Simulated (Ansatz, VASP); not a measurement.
**One calculation of LiF, two programs**

File INCAR:

```
PREC = Accurate
ENCUT = 750
EDIFF = 1E-6
ISMEAR = 0
SIGMA = 0.01
LREAL = False
LASPH = True
NELM = 120
ALGO = Normal
ISIF = 2
LWAVE = False
LCHARG = False
GGA = PE
NBANDS = 12
GGA_COMPAT = False
```

Contents of KPOINTS:

```
Automatic mesh
0
Gamma
  4 4 4
```

Contents of POSCAR:

```
LiF
1.0
    0.0000000000      2.0524806100      2.0524806100
    2.0524806100      0.0000000000      2.0524806100
    2.0524806100      2.0524806100      0.0000000000
Li F
1 1
Direct
    0.0000000000      0.0000000000      0.0000000000
    0.5000000000      0.5000000000      0.5000000000
```

Input for Ansatz:

```yaml
crystal:
  lattice:
    - [0.0, 2.05248061, 2.05248061]
    - [2.05248061, 0.0, 2.05248061]
    - [2.05248061, 2.05248061, 0.0]
  atoms:
    - { symbol: Li, position: [0.0, 0.0, 0.0] }
    - { symbol: F, position: [0.5, 0.5, 0.5] }
basis:
  precision: f64
  xc_grid: 2
  ecutwfc: 700
  ecutrho_ratio: 4
kpoints:
  mp_grid: { grid: [4, 4, 4], shift: [0, 0, 0] }
hamiltonian:
  xc: pbe
  dispersion: none
  pseudopotentials:
    kind: paw
    azcp:
      F: "pseudopotentials/F.paw.azcp"
      Li: "pseudopotentials/Li.paw.azcp"
magnetization:
  spin_polarized: false
scf:
  lower_state_search: "off"
  max_iter: 200
  occupations: { method: fixed }
  convergence: { dr2_threshold: "1e-10 eV" }
output:
  forces: true
  stress: true
  eigenvalues: true
```

Alike in both runs: task single point; functional PBE; k mesh 4 × 4 × 4; no spin polarisation.

|  | VASP | Ansatz |
| --- | --- | --- |
| version | VASP 6.6.1 | Ansatz 0.2.0-dev |
| potentials or method | VASP PAW PBE potentials, release 64 (Li_sv, F), cutoff 750 eV | hard PAW set made for 700 eV |
| occupations | gaussian, width 0.01 eV | fixed |

|  | VASP | Ansatz | Ansatz less VASP |
| --- | --- | --- | --- |
| gap on the k mesh at the Fermi level (eV) | 8.59 | 8.58 | -0.005 |

The k mesh is coarse, so the values compare programs but aren't converged.
